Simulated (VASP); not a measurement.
# AlP (F-43m) in VASP: a series of runs

Runs on AlP. Level: PBE. Tasks: relaxation of cell and atoms.

Program: VASP 6.6.1. These are calculated values, not measurements. Logs are shortened: lines on timing, memory, paths and dates and some standing lists are left out, and cuts for length are marked.

### 1 The cell of the first run

Symmetry: F-43m, No. 216, cubic system. The conventional cell has a = 4.883 Å, b = 4.883 Å, c = 4.883 Å, α = 90.00°, β = 90.00°, γ = 90.00°. Within 2.8 Å of Al (site symmetry -43m) lie 4 P at 2.11 Å. Within 2.8 Å of P (site symmetry -43m) lie 4 Al at 2.11 Å.

### 2 Relaxation of cell and atoms, PBE

INCAR reads:

```
SYSTEM = AlP
ALGO = Normal
EDIFF = 1E-7
EDIFFG = -0.08
ENCUT = 500
GGA = PE
GGA_COMPAT = .False.
IBRION = 2
ISIF = 3
ISMEAR = 0
LASPH = .True.
LCHARG = .False.
LREAL = .False.
LWAVE = .False.
NELM = 120
NELMIN = 4
NSW = 36
PREC = Accurate
SIGMA = 0.2
```

KPOINTS reads:

```
k-points
0
Gamma
  7 7 7
  0 0 0
```

POSCAR reads:

```
AlP
1.0
    0.0000000000      2.4412685400      2.4412685400
    2.4412685400      0.0000000000      2.4412685400
    2.4412685400      2.4412685400      0.0000000000
Al P
1 1
Direct
    0.0000000000      0.0000000000      0.0000000000
    0.2500000000      0.2500000000      0.2500000000
```

Potentials or basis: VASP PAW PBE potentials, release 64 (Al, P).

Command:

```console
$ cat potpaw_PBE.64/Al/POTCAR potpaw_PBE.64/P/POTCAR > POTCAR
$ mpirun -np 1 vasp_std > vasp.out
```

OUTCAR:

```text
SYSTEM = AlP
   EDIFF = 1E-7
   EDIFFG = -0.08
   ENCUT = 500
   GGA = PE
   IBRION = 2
   ISIF = 3
   ISMEAR = 0
   LASPH = .True.
   LREAL = .False.
   NELM = 120
   NELMIN = 4
   NSW = 36
   PREC = Accurate

 ion  position               nearest neighbor table
   1  0.000  0.000  0.000-   2 2.11   2 2.11   2 2.11   2 2.11
   2  0.250  0.250  0.250-   1 2.11   1 2.11   1 2.11   1 2.11

  LATTYP: Found a face centered cubic cell.
 ALAT       =     4.8825370800

  Lattice vectors:

 A1 = (   0.0000000000,   2.4412685400,   2.4412685400)
 A2 = (   2.4412685400,   0.0000000000,   2.4412685400)
 A3 = (   2.4412685400,   2.4412685400,   0.0000000000)

Analysis of symmetry for initial positions (statically):
=====================================================================
 Subroutine PRICEL returns:
 Original cell was already a primitive cell.

 Routine SETGRP: Setting up the symmetry group for a
 face centered cubic supercell.

 Subroutine GETGRP returns: Found 24 space group operations
 (whereof 24 operations were pure point group operations)
 out of a pool of 48 trial point group operations.

The static configuration has the point symmetry T_d .

Analysis of symmetry for dynamics (positions and initial velocities):
=====================================================================
 Subroutine PRICEL returns:
 Original cell was already a primitive cell.

 Routine SETGRP: Setting up the symmetry group for a
 face centered cubic supercell.

 Subroutine GETGRP returns: Found 24 space group operations
 (whereof 24 operations were pure point group operations)
 out of a pool of 48 trial point group operations.

The dynamic configuration has the point symmetry T_d .

 Subroutine INISYM returns: Found 24 space group operations
 (whereof 24 operations are pure point group operations),
 and found     1 'primitive' translations

----------------------------------------------------------------------------------------

                                     Primitive cell

  volume of cell :      29.0989

  direct lattice vectors                    reciprocal lattice vectors
     0.000000000  2.441268540  2.441268540    -0.204811553  0.204811553  0.204811553
     2.441268540  0.000000000  2.441268540     0.204811553 -0.204811553  0.204811553
     2.441268540  2.441268540  0.000000000     0.204811553  0.204811553 -0.204811553

  length of vectors
     3.452475079  3.452475079  3.452475079     0.354744015  0.354744015  0.354744015

  position of ions in fractional coordinates (direct lattice)
     0.000000000  0.000000000  0.000000000
     0.250000000  0.250000000  0.250000000

  ion indices of the primitive-cell ions
   primitive index   ion index
                 1           1
                 2           2

----------------------------------------------------------------------------------------

 KPOINTS: k-points

Automatic generation of k-mesh.
 Grid dimensions read from file:
 generate k-points for:    7    7    7

 Generating k-lattice:

  Cartesian coordinates                     Fractional coordinates (reciprocal lattice)
    -0.029258793  0.029258793  0.029258793     0.142857143  0.000000000  0.000000000
     0.029258793 -0.029258793  0.029258793     0.000000000  0.142857143  0.000000000
     0.029258793  0.029258793 -0.029258793     0.000000000  0.000000000  0.142857143

  Length of vectors
     0.050677716  0.050677716  0.050677716

  Shift w.r.t. Gamma in fractional coordinates (k-lattice)
     0.000000000  0.000000000  0.000000000

 Subroutine IBZKPT returns following result:
 ===========================================

 Found     20 irreducible k-points:

 Following reciprocal coordinates:
            Coordinates               Weight
  0.000000  0.000000  0.000000      1.000000
  0.142857  0.000000  0.000000      8.000000
  0.285714  0.000000  0.000000      8.000000
  0.428571  0.000000  0.000000      8.000000
  0.142857  0.142857  0.000000      6.000000
  0.285714  0.142857  0.000000     24.000000
[... 12 lines left out ...]
 -0.428571  0.428571  0.142857     24.000000
 -0.285714  0.428571  0.142857     24.000000
   k-points           NKPTS =     20   k-points in BZ     NKDIM =     20   number of bands    NBANDS=      8
   number of dos      NEDOS =    301   number of ions     NIONS =      2
   total plane-waves  NPLWV =  21952
   dimension x,y,z NGX =    28 NGY =   28 NGZ =   28
   dimension x,y,z NGXF=    56 NGYF=   56 NGZF=   56
   ions per type =               1   1
   NGX,Y,Z   is equivalent  to a cutoff of  13.48, 13.48, 13.48 a.u.
   NGXF,Y,Z  is equivalent  to a cutoff of  26.97, 26.97, 26.97 a.u.
 SYSTEM =  AlP
   PREC   = accura    normal or accurate (medium, high low for compatibility)
   ISTART =      0    job   : 0-new  1-cont  2-samecut
   ICHARG =      2    charge: 1-file 2-atom 10-const
   ISPIN  =      1    spin polarized calculation?
   LNONCOLLINEAR =      F non collinear calculations
   LSORBIT =      F    spin-orbit coupling
   LASPH  =      T    aspherical Exc in radial PAW
   ENCUT  =  500.0 eV  36.75 Ry    6.06 a.u.   6.29  6.29  6.29*2*pi/ulx,y,z
   NELM   =    120;   NELMIN=  4; NELMDL= -5     # of ELM steps
   EDIFF  = 0.1E-06   stopping-criterion for ELM
   LREAL  =      F    real-space projection
   EDIFFG = -.8E-01   stopping-criterion for IOM
   NSW    =     36    number of steps for IOM
   IBRION =      2    ionic relax: 0-MD 1-quasi-New 2-CG
   NFREE  =      1    steps in history (QN), initial steepest desc. (CG)
   ISIF   =      3    stress and relaxation
   ISYM   =      2    0-nonsym 1-usesym 2-fastsym
   POTIM  = 0.5000    time-step for ionic-motion
   TEBEG  =    0.0;   TEEND  =   0.0 temperature during run
   PSTRESS=    0.0 pullay stress
   NELECT =       8.0000    total number of electrons
   NUPDOWN=      -1.0000    fix difference up-down
   EMIN   =  10.00;   EMAX   =-10.00  energy-range for DOS
   EFERMI =   0.00;   METHOD = LEGACY
   ISMEAR =     0;   SIGMA  =   0.20  broadening in eV -4-tet -1-fermi 0-gaus
   EFERMI_NEDOS =   21; number of points for ismear=-14 and -15
   IALGO  =     38    algorithm
   IMIX   =      4    mixing-type and parameters
     AMIX     =   0.40;   BMIX     =  1.00
     AMIX_MAG =   1.60;   BMIX_MAG =  1.00
  volume/ion in A,a.u.               =      14.55        98.18
  Fermi-wavevector in a.u.,A,eV,Ry     =   1.064501  2.011615 15.417601  1.133162
  Thomas-Fermi vector in A             =   2.200021
   LORBIT       =      0    0 simple, 1 ext, 2 COOP (PROOUT), +10 PAW based schemes
   GGA     = PE    functional components
   LHFCALC =     F    Hartree Fock is set to
   AEXX    =    0.0000 exact exchange contribution
   IVDW    =     0    specifies the selected vdW correction
   LEPSILON=     F    determine dielectric tensor
   LRPA    =     F    only Hartree local field effects (RPA)
 conjugate gradient relaxation of ions
 non-spin polarized calculation
 Gauss-broadening in eV      SIGMA  =   0.20
  energy-cutoff  :      500.00
  volume of cell :       29.10
 maximum number of plane-waves:       757
 NGX is ok and might be reduce to    28
   NGX = 13   NGY = 13   NGZ = 13

--------------------------------------- Ionic step        1  -------------------------------------------

 number of electron       8.0000000 magnetization

 Free energy of the ion-electron system (eV)
  ---------------------------------------------------
  ext. energy  EPLUGINS =         0.00000000
  ---------------------------------------------------
  free energy    TOTEN  =        -8.57586594 eV

  energy without entropy =       -8.57584446  energy(sigma->0) =       -8.57585520

 E-fermi :   8.6170     XC(G=0): -10.5777

 val. band max:        8.1895970548   @ k =   0.0000   0.0000   0.0000
 cond. band min:       9.0726359596   @ k =   0.4286   0.4286   0.0000
 fundamental gap:      0.8830389049
 Fermi energy:         8.6169989819

 k-point     1 :       0.0000    0.0000    0.0000
  band No.  band energies     occupation
      1      -5.5951      2.00000
      2       8.1896      1.99749
      3       8.1896      1.99749
      4       8.1896      1.99749
      5      13.1656      0.00000
      6      13.1656      0.00000
      7      13.1656      0.00000
      8      14.5069      0.00000
[... 528 lines left out ...]
 POSITION                                       TOTAL-FORCE (eV/Angst)
 -----------------------------------------------------------------------------------
      0.00000      0.00000      0.00000         0.000000      0.000000      0.000000
      1.38242      1.38242      1.38242        -0.000000     -0.000000     -0.000000
 -----------------------------------------------------------------------------------
    total drift:                                0.000000      0.000000     -0.000000

  FREE ENERGIE OF THE ION-ELECTRON SYSTEM (eV)
  ---------------------------------------------------
  free  energy   TOTEN  =       -10.3713443361 eV

  energy  without entropy=      -10.3713443360  energy(sigma->0) =      -10.37134434

--------------------------------------- Ionic step        4  -------------------------------------------

 number of electron       8.0000001 magnetization

 Free energy of the ion-electron system (eV)
  ---------------------------------------------------
  ext. energy  EPLUGINS =         0.00000000
  ---------------------------------------------------
  free energy    TOTEN  =       -10.37292317 eV

  energy without entropy =      -10.37292317  energy(sigma->0) =      -10.37292317

 E-fermi :   5.1288     XC(G=0):  -9.0937

 val. band max:        4.3147990809   @ k =   0.0000   0.0000   0.0000
 cond. band min:       6.0717773424   @ k =   0.4286   0.4286   0.0000
 fundamental gap:      1.7569782615
 Fermi energy:         5.1287778583

 k-point     1 :       0.0000    0.0000    0.0000
  band No.  band energies     occupation
      1      -7.0237      2.00000
      2       4.3148      2.00000
      3       4.3148      2.00000
      4       4.3148      2.00000
      5       7.3683      0.00000
      6       8.8337      0.00000
      7       8.8337      0.00000
      8       8.8337      0.00000
[... 229 lines left out ...]
 POSITION                                       TOTAL-FORCE (eV/Angst)
 -----------------------------------------------------------------------------------
      0.00000      0.00000      0.00000        -0.000000     -0.000000     -0.000000
      1.37853      1.37853      1.37853         0.000000      0.000000      0.000000
 -----------------------------------------------------------------------------------
    total drift:                               -0.000000     -0.000000     -0.000000

  FREE ENERGIE OF THE ION-ELECTRON SYSTEM (eV)
  ---------------------------------------------------
  free  energy   TOTEN  =       -10.3729231666 eV

  energy  without entropy=      -10.3729231666  energy(sigma->0) =      -10.37292317

 reached required accuracy - stopping structural energy minimisation
```

Run time: 26 s. Hardware: 1 thread of Intel Xeon Platinum 8259CL at 2.50GHz (Skylake/Cascade Lake), shared host; peak memory 0.14 GiB.

Results:

| Property | Result |
| --- | --- |
| Free energy | -10.3729 eV |
| Relaxed volume | 20.96 Å³/atom |
| Relaxed cell | a = 3.899 Å, b = 3.899 Å, c = 3.899 Å, α = 60.00°, β = 60.00°, γ = 60.00° |
| Space group after relaxing (to 0.05 Å) | F-43m (No. 216) |
| Energy gained by relaxing | 898.5 meV/atom |
| Ionic steps | 4 |
| Pressure after relaxing | -0.4 GPa |
| Band gap on the k mesh | 1.76 eV, indirect (least direct gap 3.05 eV) |

The path:
```
step  energy change (eV)  largest force (eV/Å)  pressure (GPa)  volume (Å³)
   1              0.0000                0.0000           61.46        29.10
   2             -0.7606                0.0000          -13.49        59.50
   3             -1.7955                0.0000           -1.04        42.27
   4             -1.7971                0.0000           -0.37        41.92
```

Final structure:
```
CELL_PARAMETERS angstrom
0.00000 2.75706 2.75706
2.75706 0.00000 2.75706
2.75706 2.75706 0.00000
ATOMIC_POSITIONS crystal
Al 0.00000 0.00000 0.00000
P 0.25000 0.25000 0.25000
```

Caveat: the volume moved by over 15 % at a fixed basis, so the end points are rough. A k mesh can miss the band edges.

[end of part 1 of 2]
